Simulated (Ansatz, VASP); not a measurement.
Given: the input of a run of VASP 6.6.1 on Sb.

INCAR

```
SYSTEM = Sb
ALGO     = Normal         ! electronic algorithm
EDIFF    = 1E-7           ! SCF threshold, eV
ENCUT    = 520            ! plane-wave cutoff, eV
GGA      = PE             ! functional
ISIF     = 2              ! what is computed and relaxed
ISMEAR   = -1             ! smearing method
LASPH    = .TRUE.         ! aspherical terms in the spheres
LCHARG   = .FALSE.        ! write CHGCAR
LREAL    = .FALSE.        ! projectors in reciprocal space
LWAVE    = .FALSE.        ! write WAVECAR
NBANDS   = 12             ! bands
NELM     = 100            ! most SCF steps
PREC     = Accurate       ! precision mode
SIGMA    = 0.05           ! smearing width, eV
```

KPOINTS

```
k-points
0
G
  6 6 6
  0 0 0
```

POSCAR

```
Sb
1.0
    2.1542000000      1.2437279499      3.6076800000
   -2.1542000000      1.2437279499      3.6076800000
    0.0000000000     -2.4874558998      3.6076800000
Sb
2
Direct
    0.7665100000      0.7665100000      0.7665100000
    0.2334900000      0.2334900000      0.2334900000
```

Potentials or basis: VASP PAW PBE potentials, release 64 (Sb).

The run is started by

```console
$ cat potpaw_PBE.64/Sb/POTCAR > POTCAR
$ mpirun -np 1 vasp_std > vasp.out
```

Problem. Translate it to Ansatz 0.2.0. Potentials there: Ansatz PAW.

Solution. As run (the cutoff follows the program's own potentials):

Contents of input.yaml:

```yaml
crystal:
  lattice:
    - [2.1542, 1.2437279499, 3.60768]
    - [-2.1542, 1.2437279499, 3.60768]
    - [0.0, -2.4874558998, 3.60768]
  atoms:
    - { symbol: Sb, position: [0.76651, 0.76651, 0.76651] }
    - { symbol: Sb, position: [0.23349, 0.23349, 0.23349] }
hamiltonian:
  xc: pbe
  pseudopotentials: { kind: paw }
kpoints:
  mp_grid: { grid: [6, 6, 6] }
scf:
  occupations: { method: fermi_dirac, width: 0.05 }
output:
  forces: true
  stress: true
  eigenvalues: true
```

Potentials or basis: Ansatz PAW.

Launch:

```bash
$ ansatz run input.yaml --threads 2 --pin off --max-ram 5632MiB --backend cpu --events-out ev --progress --plain --runs-dir out
```

Both were run:

|  | VASP | Ansatz | Ansatz less VASP |
| --- | --- | --- | --- |
| gap on the k mesh at the Fermi level (eV) | none | none | - |
| pressure (GPa) | 5.2 | 5.1 | -0.10 |
| traceless stress, the component that is largest in VASP (GPa) | 0.58 | 0.62 | +0.038 |
| rms of the force components (eV/Å) | 0.212 | 0.185 | -0.0263 |

Atom by atom the forces differ by 0.026 eV/Å (rms over components). A gap of «none» marks a metal or a gap that the smearing closes. VASP's potentials hold 10 valence electrons a cell and Ansatz's 30, so a difference there can come from the potentials and not from the codes.

Neither program's run includes spin-orbit coupling.
